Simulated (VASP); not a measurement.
# Ti2OsC6 (Fm-3m) in VASP: notebook, part 2 of 2

VASP 6.6.1.

## 3. Relaxation of cell and atoms, PBE

This run uses another cell than the first one, of 14.07 Å³/atom.

INCAR reads:

```
PREC     = Accurate       # precision mode
ENCUT    = 600            # plane-wave cutoff, eV
EDIFF    = 1E-7           # SCF threshold, eV
ISMEAR   = 0              # smearing method
SIGMA    = 0.1            # smearing width, eV
LREAL    = F              # projectors in reciprocal space
LASPH    = T              # aspherical terms in the spheres
NELM     = 80             # most SCF steps
ALGO     = Normal         # electronic algorithm
ISIF     = 3              # what is computed and relaxed
LWAVE    = F              # write WAVECAR
LCHARG   = F              # write CHGCAR
GGA      = PE             # functional
IBRION   = 2              # ionic algorithm
NSW      = 90             # ionic steps
EDIFFG   = -0.04          # ionic threshold
```

KPOINTS reads:

```
Automatic mesh
0
Gamma
  4 4 4
```

POSCAR reads:

```
Ti2OsC6
1.0
    0.0000000000      3.9853989900      3.9853989900
    3.9853989900      0.0000000000      3.9853989900
    3.9853989900      3.9853989900      0.0000000000
Ti Os C
2 1 6
Direct
    0.2500000000      0.2500000000      0.2500000000
    0.7500000000      0.7500000000      0.7500000000
    0.5000000000      0.5000000000      0.5000000000
    0.7169318700      0.2830681300      0.2830681300
    0.2830681300      0.7169318700      0.7169318700
    0.2830681300      0.7169318700      0.2830681300
    0.7169318700      0.2830681300      0.7169318700
    0.2830681300      0.2830681300      0.7169318700
    0.7169318700      0.7169318700      0.2830681300
```

Potentials or basis: VASP PAW PBE potentials, release 64 (Ti_sv, Os, C).

Command:

```
$ cat potpaw_PBE.64/Ti_sv/POTCAR potpaw_PBE.64/Os/POTCAR potpaw_PBE.64/C/POTCAR > POTCAR
$ mpirun -np 1 vasp_std > vasp.out
```

OUTCAR:

```text
PREC = Accurate
   ENCUT = 600
   EDIFF = 1E-7
   ISMEAR = 0
   LREAL = F
   LASPH = T
   NELM = 80
   ISIF = 3
   GGA = PE
   IBRION = 2
   NSW = 90
   EDIFFG = -0.04

 ion  position               nearest neighbor table
   1  0.250  0.250  0.250-
   2  0.750  0.750  0.750-
   3  0.500  0.500  0.500-   4 1.73   5 1.73   6 1.73   7 1.73   8 1.73   9 1.73
   4  0.717  0.283  0.283-   3 1.73
   5  0.283  0.717  0.717-   3 1.73
   6  0.283  0.717  0.283-   3 1.73
   7  0.717  0.283  0.717-   3 1.73
   8  0.283  0.283  0.717-   3 1.73
   9  0.717  0.717  0.283-   3 1.73

  LATTYP: Found a face centered cubic cell.
 ALAT       =     7.9707979800

  Lattice vectors:

 A1 = (   0.0000000000,   3.9853989900,   3.9853989900)
 A2 = (   3.9853989900,   0.0000000000,   3.9853989900)
 A3 = (   3.9853989900,   3.9853989900,   0.0000000000)

Analysis of symmetry for initial positions (statically):
=====================================================================
 Subroutine PRICEL returns:
 Original cell was already a primitive cell.

 Routine SETGRP: Setting up the symmetry group for a
 face centered cubic supercell.

 Subroutine GETGRP returns: Found 48 space group operations
 (whereof 48 operations were pure point group operations)
 out of a pool of 48 trial point group operations.

The static configuration has the point symmetry O_h .

Analysis of symmetry for dynamics (positions and initial velocities):
=====================================================================
 Subroutine PRICEL returns:
 Original cell was already a primitive cell.

 Routine SETGRP: Setting up the symmetry group for a
 face centered cubic supercell.

 Subroutine GETGRP returns: Found 48 space group operations
 (whereof 48 operations were pure point group operations)
[... 107 lines left out ...]
   POTIM  = 0.5000    time-step for ionic-motion
   TEBEG  =    0.0;   TEEND  =   0.0 temperature during run
   PSTRESS=    0.0 pullay stress
   NELECT =      56.0000    total number of electrons
   NUPDOWN=      -1.0000    fix difference up-down
   EMIN   =  10.00;   EMAX   =-10.00  energy-range for DOS
   EFERMI =   0.00;   METHOD = LEGACY
   ISMEAR =     0;   SIGMA  =   0.10  broadening in eV -4-tet -1-fermi 0-gaus
   EFERMI_NEDOS =   21; number of points for ismear=-14 and -15
   IALGO  =     38    algorithm
   IMIX   =      4    mixing-type and parameters
     AMIX     =   0.40;   BMIX     =  1.00
     AMIX_MAG =   1.60;   BMIX_MAG =  1.00
  volume/ion in A,a.u.               =      14.07        94.93
  Fermi-wavevector in a.u.,A,eV,Ry     =   1.247352  2.357154 21.169129  1.555887
  Thomas-Fermi vector in A             =   2.381488
   LORBIT       =      0    0 simple, 1 ext, 2 COOP (PROOUT), +10 PAW based schemes
   GGA     = PE    functional components
   LHFCALC =     F    Hartree Fock is set to
   AEXX    =    0.0000 exact exchange contribution
   IVDW    =     0    specifies the selected vdW correction
   LEPSILON=     F    determine dielectric tensor
   LRPA    =     F    only Hartree local field effects (RPA)
 conjugate gradient relaxation of ions
 non-spin polarized calculation
 Gauss-broadening in eV      SIGMA  =   0.10
  energy-cutoff  :      600.00
  volume of cell :      126.60
 maximum number of plane-waves:      4279
 NGX is ok and might be reduce to    48
   NGX = 23   NGY = 23   NGZ = 23

--------------------------------------- Ionic step        1  -------------------------------------------

 number of electron      55.9999996 magnetization

 Free energy of the ion-electron system (eV)
  ---------------------------------------------------
  ext. energy  EPLUGINS =         0.00000000
  ---------------------------------------------------
  free energy    TOTEN  =       -49.61967382 eV

  energy without entropy =      -49.57045109  energy(sigma->0) =      -49.59506246

------------------------ aborting loop because EDIFF is reached ----------------------------------------

  FORCE on cell =-STRESS in cart. coord.  units (eV):
  Direction    XX          YY          ZZ          XY          YZ          ZX
  --------------------------------------------------------------------------------------
  -------------------------------------------------------------------------------------
  Total       24.5750536     24.5750536     24.5750536      0.0000000      0.0000000     -0.0000000
  in kB      310.9994648    310.9994648    310.9994648      0.0000000      0.0000000     -0.0000000
  external PRESSURE =     310.9994648 kB  Pullay stress =       0.0000000 kB
[... 998 lines left out ...]
     32       9.3883      0.00000
     33       9.6459      0.00000

[... ionic steps 4 to 23 ...]

--------------------------------------- Ionic step       24  -------------------------------------------

 number of electron      55.9999998 magnetization

------------------------ aborting loop because EDIFF is reached ----------------------------------------
[... 81 lines left out ...]
--------------------------------------- Ionic step       26  -------------------------------------------

 number of electron      55.9999998 magnetization

 Free energy of the ion-electron system (eV)
  ---------------------------------------------------
  ext. energy  EPLUGINS =         0.00000000
  ---------------------------------------------------
  free energy    TOTEN  =       -69.95332447 eV

  energy without entropy =      -69.89247357  energy(sigma->0) =      -69.92289902

 E-fermi :  12.1407     XC(G=0): -13.3298

 val. band max:       12.1173666482   @ k =   0.5000   0.2500   0.0000
 cond. band min:      12.1567586682   @ k =  -0.2500   0.2500   0.0000
 fundamental gap:      0.0393920200
 Fermi energy:        12.1406910599
[... 322 lines left out ...]
  FREE ENERGIE OF THE ION-ELECTRON SYSTEM (eV)
  ---------------------------------------------------
  free  energy   TOTEN  =       -69.9533244734 eV

  energy  without entropy=      -69.8924735740  energy(sigma->0) =      -69.92289902

 reached required accuracy - stopping structural energy minimisation
```

OSZICAR:

```text
N       E                     dE             d eps       ncg     rms          rms(c)
DAV:   1     0.661356466077E+03    0.66136E+03   -0.29540E+04   528   0.194E+03
DAV:   2     0.454305250548E+02   -0.61593E+03   -0.60681E+03   538   0.551E+02
DAV:   3    -0.599784100821E+02   -0.10541E+03   -0.10373E+03   875   0.182E+02
[... 476 lines left out ...]
DAV:   7    -0.699533251213E+02   -0.11922E-04   -0.63769E-05   828   0.304E-02    0.815E-03
DAV:   8    -0.699533249778E+02    0.14357E-06   -0.52571E-06   754   0.146E-02    0.422E-03
DAV:   9    -0.699533243199E+02    0.65784E-06   -0.14803E-06   723   0.836E-03    0.841E-04
DAV:  10    -0.699533245009E+02   -0.18099E-06   -0.98268E-08   376   0.253E-03    0.301E-04
DAV:  11    -0.699533244734E+02    0.27556E-07   -0.20428E-08   334   0.123E-03
  26 F= -.69953324E+02 E0= -.69922899E+02  d E =-.737415E-02
```

CONTCAR:

```text
Ti2OsC6
   1.00000000000000
     0.0000000000000000    3.3556027261340029    3.3556027261340029
     3.3556027261340029   -0.0000000000000000    3.3556027261340029
     3.3556027261340029    3.3556027261340029   -0.0000000000000000
  Ti              Os              C
     2     1     6
Direct
     0.2500000000000000    0.2500000000000000    0.2500000000000000
     0.7500000000000000    0.7500000000000000    0.7500000000000000
     0.5000000000000000    0.5000000000000000    0.5000000000000000
     0.8147727861920807    0.1852272138079192    0.1852272138079192
     0.1852272138079193    0.8147727861920807    0.8147727861920807
     0.1852272138079193    0.8147727861920807    0.1852272138079193
     0.8147727861920807    0.1852272138079193    0.8147727861920807
     0.1852272138079193    0.1852272138079193    0.8147727861920807
     0.8147727861920807    0.8147727861920807    0.1852272138079193

  0.00000000E+00  0.00000000E+00  0.00000000E+00
  0.00000000E+00  0.00000000E+00  0.00000000E+00
  0.00000000E+00  0.00000000E+00  0.00000000E+00
  0.00000000E+00  0.00000000E+00  0.00000000E+00
  0.00000000E+00  0.00000000E+00  0.00000000E+00
  0.00000000E+00  0.00000000E+00  0.00000000E+00
  0.00000000E+00  0.00000000E+00  0.00000000E+00
  0.00000000E+00  0.00000000E+00  0.00000000E+00
  0.00000000E+00  0.00000000E+00  0.00000000E+00
```

It took 18 min on 1 thread of AMD EPYC 9R45 (Zen 5), shared host; peak memory 0.36 GiB.

Results:

```
Free energy                           : -69.9533 eV
Relaxed volume                        : 8.40 Å³/atom
Relaxed cell                          : a = 4.746 Å, b = 4.746 Å, c = 4.746 Å, α = 60.00°, β = 60.00°, γ = 60.00°
Space group after relaxing (to 0.1 Å) : Fm-3m (No. 225)
Energy gained by relaxing             : 2259.3 meV/atom
Ionic steps                           : 26
Pressure after relaxing               : -0.1 GPa
Largest force after relaxing          : 0.010 eV/Å
Band gap on the k mesh                : zero (bands 28 and 29 overlap by 0.60 eV)
```

Forces on the atoms (eV/Å):
```
Ti   0.000  0.000  0.000
Ti   0.000  0.000  0.000
Os   0.000  0.000  0.000
C   -0.010  0.000  0.000
C    0.010  0.000  0.000
C    0.000 -0.010  0.000
C    0.000  0.010  0.000
C    0.000  0.000 -0.010
C    0.000  0.000  0.010
```

Step by step:
```csv
step,energy change (eV),largest force (eV/Å),pressure (GPa),volume (Å³)
1,0.0000,12.8853,31.10,126.60
2,3.6359,0.6499,-32.39,183.52
3,-0.2638,1.4253,-34.65,169.27
4,-3.8891,1.4514,-34.18,157.60
5,-7.5199,0.9552,-22.70,141.54
6,-7.5573,2.3592,-16.21,137.74
7,-7.6081,1.6996,-19.25,139.37
8,-12.1050,2.5682,-17.43,113.79
9,-11.5561,5.4348,172.70,56.15
10,-14.6058,5.6897,9.54,90.42
11,-15.7023,7.0606,55.64,71.93
12,-16.5593,6.1138,57.01,69.79
13,-17.5510,2.7378,76.34,63.62
14,-17.6114,3.9020,68.15,65.08
15,-18.4191,3.3243,52.27,66.97
16,-19.8225,1.9449,15.15,72.85
17,-19.4154,0.3072,-23.82,85.63
18,-20.0753,1.0405,-4.70,77.96
19,-20.0810,1.1401,-2.59,77.30
20,-20.1243,1.0521,-2.37,77.04
21,-20.2329,0.8030,-1.38,76.25
22,-20.3248,0.0172,3.35,74.70
23,-20.3261,0.1533,2.54,74.90
24,-20.3263,0.1220,2.72,74.85
25,-20.3326,0.0533,1.01,75.29
26,-20.3337,0.0100,-0.08,75.57
```

Final structure:
```
Ti Os C
1.0
     0.00000    3.35560    3.35560
     3.35560    0.00000    3.35560
     3.35560    3.35560    0.00000
Ti Os C
2 1 6
Direct
  0.25000 0.25000 0.25000
  0.75000 0.75000 0.75000
  0.50000 0.50000 0.50000
  0.81477 0.18523 0.18523
  0.18523 0.81477 0.81477
  0.18523 0.81477 0.18523
  0.81477 0.18523 0.81477
  0.18523 0.18523 0.81477
  0.81477 0.81477 0.18523
```

Levels at points of the mesh, in eV from the Fermi level:
```
           k point  band 24  band 25  band 26  band 27  band 28  band 29  band 30  band 31  band 32  band 33
(0.00, 0.00, 0.00)    -3.08    -1.44    -1.44    -0.39    -0.39    -0.39     1.05     1.05     1.28     1.28
(0.50, 0.00, 0.00)    -4.64    -0.96    -0.96    -0.38    -0.38     0.12     0.69     0.69     0.82     0.89
(0.50, 0.50, 0.00)    -4.75    -2.29    -1.83    -1.83    -0.20     0.05     0.25     0.34     0.53     0.54
```

Caveat: the volume moved by over 15 % at a fixed basis, so the end points are rough; spin-orbit coupling is left out, which moves the levels of the heavy elements.

The gap in the log of VASP goes by the Fermi energy; the results here count the filled bands.